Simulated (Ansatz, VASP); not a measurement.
**Two plane-wave programs on Cu**

File INCAR:

```
PREC = Accurate
ENCUT = 520
EDIFF = 1E-6
ISMEAR = -1
SIGMA = 0.1
LREAL = False
LASPH = True
NELM = 80
ALGO = Normal
ISIF = 2
LWAVE = False
LCHARG = True
GGA = PE
LELF = True
LVHAR = True
NBANDS = 12
```

Contents of KPOINTS:

```
Automatic mesh
0
Gamma
  4 4 4
```

The input POSCAR:

```
Cu
1.0
    0.0000000000      1.8145751207      1.8145751207
    1.8145751207      0.0000000000      1.8145751207
    1.8145751207      1.8145751207      0.0000000000
Cu
1
Direct
    0.0000000000      0.0000000000      0.0000000000
```

Input for Ansatz:

```yaml
crystal:
  lattice:
    - [0.0, 1.8145751207, 1.8145751207]
    - [1.8145751207, 0.0, 1.8145751207]
    - [1.8145751207, 1.8145751207, 0.0]
  atoms:
    - { symbol: Cu, position: [0.0, 0.0, 0.0] }
hamiltonian:
  xc: pbe
  pseudopotentials:
    kind: paw
    azcp:
      Cu: "pseudopotentials/Cu.paw.azcp"
basis:
  ecutwfc: 420
  fft_grid_basis: typed
kpoints:
  mp_grid: { grid: [4, 4, 4], shift: [0, 0, 0] }
magnetization:
  spin_polarized: false
scf:
  occupations: { method: fermi_dirac, width: 0.1 }
  lower_state_search: "off"
output:
  stress: true
```

Alike in both runs: task single point; functional PBE; k mesh 4 × 4 × 4; occupations fermi-dirac, width 0.1 eV; no spin polarisation.

```csv
,VASP,Ansatz
version,VASP 6.6.1,Ansatz 0.2.0
potentials or method,"VASP PAW PBE potentials, release 64 (Cu), cutoff 520 eV","plane waves (420 eV) with PAW, scalar-relativistic"
valence electrons in the cell,11,19
```

```tsv
	VASP	Ansatz	Ansatz less VASP
pressure (GPa)	2.2	1.7	-0.54
```

VASP's potentials hold 11 valence electrons a cell and Ansatz's 19, so a difference there can come from the potentials and not from the codes.

The k mesh is coarse, so the values compare programs but aren't converged.
